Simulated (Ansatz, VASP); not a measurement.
One calculation of NaF, two programs

```xyz
2
Lattice="0.0000 2.3200 2.3200 2.3200 0.0000 2.3200 2.3200 2.3200 0.0000" Properties=species:S:1:pos:R:3 pbc="T T T"
Na    0.0000    0.0000    0.0000
F     2.3200    2.3200    2.3200
```

Alike in both runs: task relaxation of cell and atoms; functional PBEsol; k mesh 10 × 10 × 10; occupations fermi-dirac, width 0.02 eV; no spin polarisation.

```csv
,VASP,Ansatz
version,VASP 6.6.1,Ansatz 0.2.0
potentials or method,"VASP PAW PBE potentials, release 64 (Na_pv, F), cutoff 600 eV",PAW plane waves
valence electrons in the cell,14,16
```

|  | VASP | Ansatz | Ansatz less VASP |
| --- | --- | --- | --- |
| gap on the k mesh at the Fermi level, each at its own relaxed structure (eV) | 6.18 | 6.20 | +0.015 |
| relaxed volume (Å³/atom) | 12.39 | 12.40 | +0.008 |
| relaxed cell length with the largest relative difference (Å) | 3.273 | 3.274 | +0.0007 |

VASP's potentials were made for PBE, not for PBEsol, and Ansatz warns of the same on its side. VASP's potentials hold 14 valence electrons a cell and Ansatz's 16, so a difference there can come from the potentials and not from the codes.
